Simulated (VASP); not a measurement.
# AlN (an interface model) in VASP: single point with PBE

Aim: the single point of AlN (an interface model) with PBE.

All numbers are computed with VASP 6.6.1; they aren't measurements. Logs are shortened: lines on timing, memory, paths and dates and some standing lists are left out, and cuts for length are marked.

## (1) The cell of the first run

The cell holds layers of an interface, 24 atoms: a = 3.114 Å, b = 4.403 Å, c = 18.929 Å, α = 90.00°, β = 90.00°, γ = 90.00°.

## (2) Single point, PBE

Input file INCAR:

```
SYSTEM = AlN
PREC = Accurate ; ENCUT = 520
EDIFF = 1E-6 ; ISMEAR = 0
SIGMA = 0.05 ; LREAL = .False.
LASPH = .True. ; NELM = 120
ALGO = Normal ; ISIF = 2
LWAVE = .False. ; LCHARG = .False.
GGA = PE ; NBANDS = 66
GGA_COMPAT = .False.
```

Input file KPOINTS:

```
Automatic mesh
0
Gamma
  8 6 2
  0 0 0
```

Input file POSCAR:

```
AlN
1.0
    3.1135143417      0.0000000000      0.0000000000
    0.0000000000      4.4031742087      0.0000000000
    0.0000000000      0.0000000000     18.9288717506
Al N
12 12
Direct
    0.0000000000     -0.0692298032      0.0047022270
    0.5000000000      0.3965340162      0.0823212513
    0.0000000000     -0.1026247831      0.1694573278
    0.5000000000      0.3973752169      0.2472093388
    0.0000000000     -0.1034659838      0.3343454154
    0.5000000000      0.4307701968      0.4119644397
    0.5000000000      0.8192298032      0.5047022270
    1.0000000000      0.3534659838      0.5823212513
    0.5000000000      0.8526247831      0.6694573278
    1.0000000000      0.3526247831      0.7472093388
    0.5000000000      0.8534659838      0.8343454154
    1.0000000000      0.3192298032      0.9119644397
    1.0000000000      0.1532131551      0.0901172998
    0.5000000000      0.6496800840      0.1646036084
    1.0000000000      0.1496800840      0.2520630582
    0.5000000000      0.6532131551      0.3265493669
    1.0000000000      0.1704919869      0.4175882298
    0.0000000000      0.0795080131      0.4990784369
    0.5000000000      0.5967868449      0.5901172998
    0.0000000000      0.1003199160      0.6646036084
    0.5000000000      0.6003199160      0.7520630582
    0.0000000000      0.0967868449      0.8265493669
    0.5000000000      0.5795080131      0.9175882298
    0.5000000000      0.6704919869     -0.0009215631
```

Potentials or basis: VASP PAW PBE potentials, release 64 (Al, N).

Started as:

```
$ cat potpaw_PBE.64/Al/POTCAR potpaw_PBE.64/N/POTCAR > POTCAR
$ mpirun -np 1 vasp_std > vasp.out
```

OUTCAR:

```text
SYSTEM = AlN
   PREC = Accurate
   ENCUT = 520
   EDIFF = 1E-6
   ISMEAR = 0
   LREAL = .False.
   LASPH = .True.
   NELM = 120
   ISIF = 2
   GGA = PE

 ion  position               nearest neighbor table
   1  0.000  0.931  0.005-  13 1.89  24 1.94  24 1.94  12 2.45   2 2.96   2 2.96   3 3.12   2 3.18
                             2 3.18  12 3.21
   2  0.500  0.397  0.082-  13 1.90  13 1.90  14 1.92  24 1.98   1 2.96   1 2.96   4 3.12   3 3.16
                             3 3.16   3 3.16   3 3.16   1 3.18   1 3.18
   3  0.000  0.897  0.169-  13 1.88  14 1.90  14 1.90  15 1.92   4 3.07   4 3.07   4 3.07   4 3.07
                             5 3.12   1 3.12   2 3.16   2 3.16   2 3.16   2 3.16
   4  0.500  0.397  0.247-  16 1.88  15 1.90  15 1.90  14 1.92   3 3.07   3 3.07   3 3.07   3 3.07
                             2 3.12   6 3.12   5 3.16   5 3.16   5 3.16   5 3.16
   5  0.000  0.897  0.334-  16 1.90  16 1.90  15 1.92  17 1.98   6 2.96   6 2.96   3 3.12   4 3.16
                             4 3.16   4 3.16   4 3.16   6 3.18   6 3.18
   6  0.500  0.431  0.412-  16 1.89  17 1.94  17 1.94   7 2.45   5 2.96   5 2.96   4 3.12   5 3.18
                             5 3.18   7 3.21
   7  0.500  0.819  0.505-  19 1.89  18 1.94  18 1.94   6 2.45   8 2.96   8 2.96   9 3.12   8 3.18
                             8 3.18   6 3.21
   8  0.000  0.353  0.582-  19 1.90  19 1.90  20 1.92  18 1.98   7 2.96   7 2.96  10 3.12   9 3.16
                             9 3.16   9 3.16   9 3.16   7 3.18   7 3.18
   9  0.500  0.853  0.669-  19 1.88  20 1.90  20 1.90  21 1.92  10 3.07  10 3.07  10 3.07  10 3.07
[... 5 lines left out ...]
  12  0.000  0.319  0.912-  22 1.89  23 1.94  23 1.94   1 2.45  11 2.96  11 2.96  10 3.12  11 3.18
                            11 3.18   1 3.21
  13  0.000  0.153  0.090-   3 1.88   1 1.89   2 1.90   2 1.90
  14  0.500  0.650  0.165-   3 1.90   3 1.90   2 1.92   4 1.92
  15  0.000  0.150  0.252-   4 1.90   4 1.90   5 1.92   3 1.92
  16  0.500  0.653  0.327-   4 1.88   6 1.89   5 1.90   5 1.90
  17  0.000  0.170  0.418-  18 1.59   6 1.94   6 1.94   5 1.98
  18  0.000  0.080  0.499-  17 1.59   7 1.94   7 1.94   8 1.98
  19  0.500  0.597  0.590-   9 1.88   7 1.89   8 1.90   8 1.90
  20  0.000  0.100  0.665-   9 1.90   9 1.90   8 1.92  10 1.92
  21  0.500  0.600  0.752-  10 1.90  10 1.90  11 1.92   9 1.92
  22  0.000  0.097  0.827-  10 1.88  12 1.89  11 1.90  11 1.90
  23  0.500  0.580  0.918-  24 1.59  12 1.94  12 1.94  11 1.98
  24  0.500  0.670  0.999-  23 1.59   1 1.94   1 1.94   2 1.98

  LATTYP: Found a simple orthorhombic cell.
 ALAT       =     3.1135143417
 B/A-ratio  =     1.4142135624
 C/A-ratio  =     6.0795839277

  Lattice vectors:

 A1 = (   3.1135143417,   0.0000000000,   0.0000000000)
 A2 = (   0.0000000000,   4.4031742087,   0.0000000000)
 A3 = (   0.0000000000,   0.0000000000,  18.9288717506)

Analysis of symmetry for initial positions (statically):
=====================================================================
 Subroutine PRICEL returns:
 Original cell was already a primitive cell.

 Routine SETGRP: Setting up the symmetry group for a
 simple orthorhombic supercell.
[... 181 lines left out ...]
   EFERMI_NEDOS =   21; number of points for ismear=-14 and -15
   IALGO  =     38    algorithm
   IMIX   =      4    mixing-type and parameters
     AMIX     =   0.40;   BMIX     =  1.00
     AMIX_MAG =   1.60;   BMIX_MAG =  1.00
  volume/ion in A,a.u.               =      10.81        72.97
  Fermi-wavevector in a.u.,A,eV,Ry     =   1.175217  2.220838 18.791484  1.381135
  Thomas-Fermi vector in A             =   2.311601
   LORBIT       =      0    0 simple, 1 ext, 2 COOP (PROOUT), +10 PAW based schemes
   GGA     = PE    functional components
   LHFCALC =     F    Hartree Fock is set to
   AEXX    =    0.0000 exact exchange contribution
   IVDW    =     0    specifies the selected vdW correction
   LEPSILON=     F    determine dielectric tensor
   LRPA    =     F    only Hartree local field effects (RPA)
 non-spin polarized calculation
 Gauss-broadening in eV      SIGMA  =   0.05
  energy-cutoff  :      520.00
  volume of cell :      259.50
 maximum number of plane-waves:      7048
 NGX is ok and might be reduce to    24
   NGX = 11   NGY = 17   NGZ = 71

 number of electron      95.9999989 magnetization

 Free energy of the ion-electron system (eV)
  ---------------------------------------------------
  ext. energy  EPLUGINS =         0.00000000
  ---------------------------------------------------
  free energy    TOTEN  =      -168.46796286 eV

  energy without entropy =     -168.46796286  energy(sigma->0) =     -168.46796286

 E-fermi :   8.1831     XC(G=0): -10.8116

 val. band max:        7.9287089776   @ k =   0.5000   0.0000   0.0000
 cond. band min:       8.4784764698   @ k =   0.5000   0.0000   0.0000
 fundamental gap:      0.5497674922
 Fermi energy:         8.1830617558

 k-point     1 :       0.0000    0.0000    0.0000
  band No.  band energies     occupation
      1     -10.5993      2.00000
      2     -10.5910      2.00000
      3      -8.9729      2.00000
      4      -8.8439      2.00000
      5      -8.2561      2.00000
      6      -8.0101      2.00000
[... 1501 lines left out ...]
     59      12.0001      0.00000
     60      12.0001      0.00000

 [... further k-points ...]

 [bands above 60 left out]

------------------------ aborting loop because EDIFF is reached ----------------------------------------

  FORCE on cell =-STRESS in cart. coord.  units (eV):
  Direction    XX          YY          ZZ          XY          YZ          ZX
  --------------------------------------------------------------------------------------
  -------------------------------------------------------------------------------------
  Total        2.0229223     10.3286642     -0.3307578      0.0000000     -0.0000000      0.0000000
  in kB       12.4895937     63.7695384     -2.0421105      0.0000000     -0.0000000      0.0000000
  external PRESSURE =      24.7390072 kB  Pullay stress =       0.0000000 kB

 VOLUME and BASIS-vectors are now :
 -----------------------------------------------------------------------------
  energy-cutoff  :      520.00
  volume of cell :      259.50
      direct lattice vectors                 reciprocal lattice vectors
     3.113514342  0.000000000  0.000000000     0.321180470  0.000000000  0.000000000
     0.000000000  4.403174209  0.000000000     0.000000000  0.227108888  0.000000000
     0.000000000  0.000000000 18.928871751     0.000000000  0.000000000  0.052829350

 POSITION                                       TOTAL-FORCE (eV/Angst)
 -----------------------------------------------------------------------------------
      0.00000      4.09834      0.08901        -0.000000     -0.010036      0.013922
      1.55676      1.74601      1.55825        -0.000000      0.006581      0.000530
      0.00000      3.95130      3.20764         0.000000      0.001855     -0.002562
      1.55676      1.74971      4.67939         0.000000      0.001855      0.002562
      0.00000      3.94760      6.32878        -0.000000      0.006581     -0.000530
      1.55676      1.89676      7.79802         0.000000     -0.010036     -0.013922
[... 16 lines left out ...]
      1.55676      2.55167     17.36891        -0.000000     -0.014011     -0.026154
      1.55676      2.95229     18.91143        -0.000000      0.014011      0.026154
 -----------------------------------------------------------------------------------
    total drift:                                0.000000      0.000000      0.000003

  FREE ENERGIE OF THE ION-ELECTRON SYSTEM (eV)
  ---------------------------------------------------
  free  energy   TOTEN  =      -168.4679628629 eV

  energy  without entropy=     -168.4679628629  energy(sigma->0) =     -168.46796286
```

Wall time 20 min (1 thread of Oxide Virtual Turin-like, shared host); peak memory 0.6 GiB.

Results:

```
Free energy            : -168.4680 eV
Pressure               : 2.5 GPa
Largest force          : 0.030 eV/Å
Band gap on the k mesh : 0.55 eV
```

Forces on the atoms (eV/Å):
```
Al   0.000 -0.010  0.014
Al   0.000  0.007  0.001
Al   0.000  0.002 -0.003
Al   0.000  0.002  0.003
Al   0.000  0.007 -0.001
Al   0.000 -0.010 -0.014
Al   0.000  0.010  0.014
Al   0.000 -0.007  0.001
Al   0.000 -0.002 -0.003
Al   0.000 -0.002  0.003
Al   0.000 -0.007 -0.001
Al   0.000  0.010 -0.014
N    0.000  0.002 -0.007
N    0.000 -0.001  0.006
N    0.000 -0.001 -0.006
N    0.000  0.002  0.007
N    0.000  0.014 -0.026
N    0.000 -0.014  0.026
N    0.000 -0.002 -0.007
N    0.000  0.001  0.006
N    0.000  0.001 -0.006
N    0.000 -0.002  0.007
N    0.000 -0.014 -0.026
N    0.000  0.014  0.026
```

Stress tensor (GPa, compression positive):
```
 1.25  0.00  0.00
 0.00  6.38  0.00
 0.00  0.00 -0.20
```

Caveat: semilocal functionals underestimate gaps, and a narrow one can read as zero.
